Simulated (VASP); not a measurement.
# BeS (F-43m) in VASP: notebook

BeS is run at these levels: PBE; tasks: single point.

Program: VASP 6.6.1. These are calculated values, not measurements. Logs are shortened: lines on timing, memory, paths and dates and some standing lists are left out, and cuts for length are marked.

**1. The cell of the first run**

It takes space group F-43m (No. 216, cubic). The conventional cell has a = 4.777 Å, b = 4.777 Å, c = 4.777 Å, α = 90.00°, β = 90.00°, γ = 90.00°. Within 2.7 Å of Be (site symmetry -43m) lie 4 S at 2.07 Å. S (site symmetry -43m) has 4 Be at 2.07 Å within 2.7 Å.

**2. Single point, PBE (volume scaled by 0.94)**

INCAR reads:

```
PREC = Accurate
ENCUT = 600
EDIFF = 1E-6
ISMEAR = 0
SIGMA = 0.02
LREAL = False
LASPH = True
NELM = 120
ALGO = Normal
ISIF = 2
LWAVE = False
LCHARG = False
GGA = PE
NBANDS = 11
GGA_COMPAT = False
```

KPOINTS reads:

```
Automatic mesh
0
Gamma
  8 8 8
```

POSCAR reads:

```
BeS
1.0
    0.0000000000      2.3882941047      2.3882941047
    2.3882941047      0.0000000000      2.3882941047
    2.3882941047      2.3882941047      0.0000000000
Be S
1 1
Direct
    0.5000000000      0.5000000000      0.5000000000
    0.2500000000      0.2500000000      0.2500000000
```

Potentials or basis: VASP PAW PBE potentials, release 64 (Be, S).

On the command line:

```sh
$ cat potpaw_PBE.64/Be/POTCAR potpaw_PBE.64/S/POTCAR > POTCAR
$ mpirun -np 1 vasp_std > vasp.out
```

OUTCAR:

```text
PREC = Accurate
   ENCUT = 600
   EDIFF = 1E-6
   ISMEAR = 0
   LREAL = False
   LASPH = True
   NELM = 120
   ISIF = 2
   GGA = PE

 ion  position               nearest neighbor table
   1  0.500  0.500  0.500-   2 2.07   2 2.07   2 2.07   2 2.07
   2  0.250  0.250  0.250-   1 2.07   1 2.07   1 2.07   1 2.07

  LATTYP: Found a face centered cubic cell.
 ALAT       =     4.7765882094

  Lattice vectors:

 A1 = (   0.0000000000,   2.3882941047,   2.3882941047)
 A2 = (   2.3882941047,   0.0000000000,   2.3882941047)
 A3 = (   2.3882941047,   2.3882941047,   0.0000000000)

Analysis of symmetry for initial positions (statically):
=====================================================================
 Subroutine PRICEL returns:
 Original cell was already a primitive cell.

 Routine SETGRP: Setting up the symmetry group for a
 face centered cubic supercell.

 Subroutine GETGRP returns: Found 24 space group operations
 (whereof 24 operations were pure point group operations)
 out of a pool of 48 trial point group operations.

The static configuration has the point symmetry T_d .

Analysis of symmetry for dynamics (positions and initial velocities):
=====================================================================
 Subroutine PRICEL returns:
 Original cell was already a primitive cell.

 Routine SETGRP: Setting up the symmetry group for a
 face centered cubic supercell.

 Subroutine GETGRP returns: Found 24 space group operations
 (whereof 24 operations were pure point group operations)
 out of a pool of 48 trial point group operations.

The dynamic configuration has the point symmetry T_d .

 Subroutine INISYM returns: Found 24 space group operations
 (whereof 24 operations are pure point group operations),
 and found     1 'primitive' translations

----------------------------------------------------------------------------------------

                                     Primitive cell

  volume of cell :      27.2454

  direct lattice vectors                    reciprocal lattice vectors
     0.000000000  2.388294105  2.388294105    -0.209354451  0.209354451  0.209354451
     2.388294105  0.000000000  2.388294105     0.209354451 -0.209354451  0.209354451
     2.388294105  2.388294105  0.000000000     0.209354451  0.209354451 -0.209354451

  length of vectors
     3.377557914  3.377557914  3.377557914     0.362612545  0.362612545  0.362612545

  position of ions in fractional coordinates (direct lattice)
     0.500000000  0.500000000  0.500000000
[... 81 lines left out ...]
   NSW    =      0    number of steps for IOM
   IBRION =     -1    ionic relax: 0-MD 1-quasi-New 2-CG
   NFREE  =      0    steps in history (QN), initial steepest desc. (CG)
   ISIF   =      2    stress and relaxation
   ISYM   =      2    0-nonsym 1-usesym 2-fastsym
   POTIM  = 0.5000    time-step for ionic-motion
   TEBEG  =    0.0;   TEEND  =   0.0 temperature during run
   PSTRESS=    0.0 pullay stress
   NELECT =       8.0000    total number of electrons
   NUPDOWN=      -1.0000    fix difference up-down
   EMIN   =  10.00;   EMAX   =-10.00  energy-range for DOS
   EFERMI =   0.00;   METHOD = LEGACY
   ISMEAR =     0;   SIGMA  =   0.02  broadening in eV -4-tet -1-fermi 0-gaus
   EFERMI_NEDOS =   21; number of points for ismear=-14 and -15
   IALGO  =     38    algorithm
   IMIX   =      4    mixing-type and parameters
     AMIX     =   0.40;   BMIX     =  1.00
     AMIX_MAG =   1.60;   BMIX_MAG =  1.00
  volume/ion in A,a.u.               =      13.62        91.93
  Fermi-wavevector in a.u.,A,eV,Ry     =   1.088112  2.056234 16.109138  1.183988
  Thomas-Fermi vector in A             =   2.224287
   LORBIT       =      0    0 simple, 1 ext, 2 COOP (PROOUT), +10 PAW based schemes
   GGA     = PE    functional components
   LHFCALC =     F    Hartree Fock is set to
   AEXX    =    0.0000 exact exchange contribution
   IVDW    =     0    specifies the selected vdW correction
   LEPSILON=     F    determine dielectric tensor
   LRPA    =     F    only Hartree local field effects (RPA)
 non-spin polarized calculation
 Gauss-broadening in eV      SIGMA  =   0.02
  energy-cutoff  :      600.00
  volume of cell :       27.25
 maximum number of plane-waves:       941
   NGX = 13   NGY = 13   NGZ = 13

 number of electron       8.0000001 magnetization

 Free energy of the ion-electron system (eV)
  ---------------------------------------------------
  ext. energy  EPLUGINS =         0.00000000
  ---------------------------------------------------
  free energy    TOTEN  =        -9.97966266 eV

  energy without entropy =       -9.97966266  energy(sigma->0) =       -9.97966266

 E-fermi :   4.7956     XC(G=0):  -9.9214

 val. band max:        4.6599525582   @ k =   0.0000   0.0000   0.0000
 cond. band min:       7.6630930132   @ k =   0.5000   0.5000   0.0000
 fundamental gap:      3.0031404549
 Fermi energy:         4.7956354509

 k-point     1 :       0.0000    0.0000    0.0000
  band No.  band energies     occupation
      1      -9.3495      2.00000
      2       4.6600      2.00000
      3       4.6600      2.00000
      4       4.6600      2.00000
      5      10.3056      0.00000
      6      10.3056      0.00000
      7      10.3056      0.00000
      8      10.9414      0.00000
      9      17.5615      0.00000
     10      17.5615      0.00000
     11      19.8894      0.00000
[... 309 lines left out ...]
 k-point    24 :      -0.3750    0.2500    0.1250
  band No.  band energies     occupation
      1      -7.3107      2.00000
      2      -0.8725      2.00000
      3       1.7361      2.00000
      4       2.6989      2.00000
      5      10.7326      0.00000
      6      11.3613      0.00000
      7      14.0068      0.00000
      8      15.3893      0.00000
      9      16.3009      0.00000
     10      20.2662      0.00000
     11      21.0185      0.00000

 [... further k-points ...]
[... 5 lines left out ...]
  --------------------------------------------------------------------------------------
  -------------------------------------------------------------------------------------
  Total        1.1061742      1.1061742      1.1061742     -0.0000000      0.0000000     -0.0000000
  in kB       65.0490109     65.0490109     65.0490109     -0.0000000      0.0000000     -0.0000000
  external PRESSURE =      65.0490109 kB  Pullay stress =       0.0000000 kB

 VOLUME and BASIS-vectors are now :
 -----------------------------------------------------------------------------
  energy-cutoff  :      600.00
  volume of cell :       27.25
      direct lattice vectors                 reciprocal lattice vectors
     0.000000000  2.388294105  2.388294105    -0.209354451  0.209354451  0.209354451
     2.388294105  0.000000000  2.388294105     0.209354451 -0.209354451  0.209354451
     2.388294105  2.388294105  0.000000000     0.209354451  0.209354451 -0.209354451

 POSITION                                       TOTAL-FORCE (eV/Angst)
 -----------------------------------------------------------------------------------
      2.38829      2.38829      2.38829        -0.000000      0.000000     -0.000000
      1.19415      1.19415      1.19415         0.000000     -0.000000      0.000000
 -----------------------------------------------------------------------------------
    total drift:                                0.000000      0.000000      0.000000

  FREE ENERGIE OF THE ION-ELECTRON SYSTEM (eV)
  ---------------------------------------------------
  free  energy   TOTEN  =        -9.9796626574 eV

  energy  without entropy=       -9.9796626574  energy(sigma->0) =       -9.97966266
```

stdout:

```text
POSCAR found type information on POSCAR BeS
 POSCAR found :  2 types and       2 ions
 scaLAPACK will be used
 LDA part: xc-table for (Slater+PW92), standard interpolation
 POSCAR, INCAR and KPOINTS ok, starting setup
 FFT: planning ... GRIDC
 FFT: planning ... GRID_SOFT
 FFT: planning ... GRID
 WAVECAR not read
 entering main loop
```

Run time: 11 s. Hardware: 1 thread of Intel Xeon Platinum 8259CL at 2.50GHz (Skylake/Cascade Lake), shared host; peak memory 0.15 GiB.

What came out:

- Free energy: -9.9797 eV
- Pressure: 6.5 GPa
- Band gap on the k mesh: 3.00 eV, indirect (least direct gap 5.65 eV)

 A k mesh can miss the band edges.

**3. Single point, PBE (volume scaled by 0.91)**

INCAR, as its differences from that of step 2:

```diff
@@ -11,4 +11,6 @@
 LWAVE = False
-LCHARG = False
+LCHARG = True
 GGA = PE
+LELF = True
+LVHAR = True
 NBANDS = 11
```

KPOINTS is that of step 2.

POSCAR reads:

```
BeS
1.0
    0.0000000000      2.3626115325      2.3626115325
    2.3626115325      0.0000000000      2.3626115325
    2.3626115325      2.3626115325      0.0000000000
Be S
1 1
Direct
    0.5000000000      0.5000000000      0.5000000000
    0.2500000000      0.2500000000      0.2500000000
```

Potentials or basis: VASP PAW PBE potentials, release 64 (Be, S).

On the command line:

```sh
$ cat potpaw_PBE.64/Be/POTCAR potpaw_PBE.64/S/POTCAR > POTCAR
$ mpirun -np 1 vasp_std > vasp.out
```

OUTCAR:

```text
PREC = Accurate
   ENCUT = 600
   EDIFF = 1E-6
   ISMEAR = 0
   LREAL = False
   LASPH = True
   NELM = 120
   ISIF = 2
   GGA = PE

 ion  position               nearest neighbor table
   1  0.500  0.500  0.500-   2 2.05   2 2.05   2 2.05   2 2.05
   2  0.250  0.250  0.250-   1 2.05   1 2.05   1 2.05   1 2.05

  LATTYP: Found a face centered cubic cell.
 ALAT       =     4.7252230650

  Lattice vectors:

 A1 = (   0.0000000000,   2.3626115325,   2.3626115325)
 A2 = (   2.3626115325,   0.0000000000,   2.3626115325)
[... 513 lines left out ...]
      7      14.5120      0.00000
      8      15.8915      0.00000
      9      16.7964      0.00000
     10      20.8215      0.00000
     11      21.6461      0.00000

 [... further k-points ...]
[... 5 lines left out ...]
  --------------------------------------------------------------------------------------
  -------------------------------------------------------------------------------------
  Total        1.7299032      1.7299032      1.7299032      0.0000000      0.0000000     -0.0000000
  in kB      105.0812971    105.0812971    105.0812971      0.0000000      0.0000000     -0.0000000
  external PRESSURE =     105.0812971 kB  Pullay stress =       0.0000000 kB

 VOLUME and BASIS-vectors are now :
 -----------------------------------------------------------------------------
  energy-cutoff  :      600.00
  volume of cell :       26.38
      direct lattice vectors                 reciprocal lattice vectors
     0.000000000  2.362611532  2.362611532    -0.211630221  0.211630221  0.211630221
     2.362611532  0.000000000  2.362611532     0.211630221 -0.211630221  0.211630221
     2.362611532  2.362611532  0.000000000     0.211630221  0.211630221 -0.211630221

 POSITION                                       TOTAL-FORCE (eV/Angst)
 -----------------------------------------------------------------------------------
      2.36261      2.36261      2.36261        -0.000000     -0.000000     -0.000000
      1.18131      1.18131      1.18131         0.000000      0.000000      0.000000
 -----------------------------------------------------------------------------------
    total drift:                                0.000000      0.000000      0.000000

  FREE ENERGIE OF THE ION-ELECTRON SYSTEM (eV)
  ---------------------------------------------------
  free  energy   TOTEN  =        -9.9337513968 eV

  energy  without entropy=       -9.9337513968  energy(sigma->0) =       -9.93375140
```

It took 11 s on 1 thread of Intel Xeon Platinum 8259CL at 2.50GHz (Skylake/Cascade Lake), shared host; peak memory 0.15 GiB.

Results:

```
Free energy            : -9.9338 eV
Pressure               : 10.5 GPa
Band gap on the k mesh : 2.92 eV, indirect (least direct gap 5.62 eV)
```
